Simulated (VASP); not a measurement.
A run of VASP 6.6.1 is set up as follows.

File INCAR:

```
SYSTEM = Mo
PREC = Accurate
ENCUT = 600
EDIFF = 1E-6
ISMEAR = 0
SIGMA = 0.05
LREAL = .False.
LASPH = .True.
NELM = 100
ALGO = Normal
ISIF = 3
LWAVE = .False.
LCHARG = .False.
GGA = PE
IBRION = 2
NSW = 80
EDIFFG = -0.01
```

The input KPOINTS:

```
Automatic mesh
0
Gamma
  18 18 10
  0 0 0
```

POSCAR

```
Mo
1.0
    2.8061338809      0.0000000000      0.0000000000
   -1.4030669405      2.4301832273      0.0000000000
    0.0000000000      0.0000000000      4.5833520055
Mo
2
Direct
    0.3333333333      0.6666666667      0.7500000000
    0.6666666667      0.3333333333      0.2500000000
```

Potentials or basis: VASP PAW PBE potentials, release 64 (Mo_sv).

Command:

```sh
$ cat potpaw_PBE.64/Mo_sv/POTCAR > POTCAR
$ mpirun -np 1 vasp_std > vasp.out
```

Problem. Estimate the relaxed cell.

Solution. a = 2.758 Å, b = 2.758 Å, c = 4.902 Å, α = 90.00°, β = 90.00°, γ = 120.00°.

Problem. What does it give for the relaxed volume?

Solution. 16.14 Å³/atom.

Problem. Predict the band gap on the k mesh.

Solution. Zero (band 14 reaches 13.04 eV, above the bottom of band 15 at 11.19 eV).

The path:
| step | energy change (eV) | largest force (eV/Å) | pressure (GPa) | volume (Å³) |
| --- | --- | --- | --- | --- |
| 1 | 0.0000 | 0.0000 | 6.29 | 31.26 |
| 2 | 0.0559 | 0.0000 | -12.80 | 34.11 |
| 3 | -0.0187 | 0.0000 | -0.86 | 32.19 |
| 4 | -0.0455 | 0.0000 | -1.97 | 32.40 |
| 5 | -0.0726 | 0.0000 | -2.93 | 32.63 |
| 6 | -0.0454 | 0.0000 | -3.50 | 33.02 |
| 7 | -0.0775 | 0.0000 | -3.31 | 32.74 |
| 8 | -0.0703 | 0.0000 | 3.99 | 31.86 |
| 9 | -0.0817 | 0.0000 | -0.65 | 32.40 |
| 10 | -0.0824 | 0.0000 | -0.08 | 32.30 |
| 11 | -0.0825 | 0.0000 | 0.00 | 32.28 |
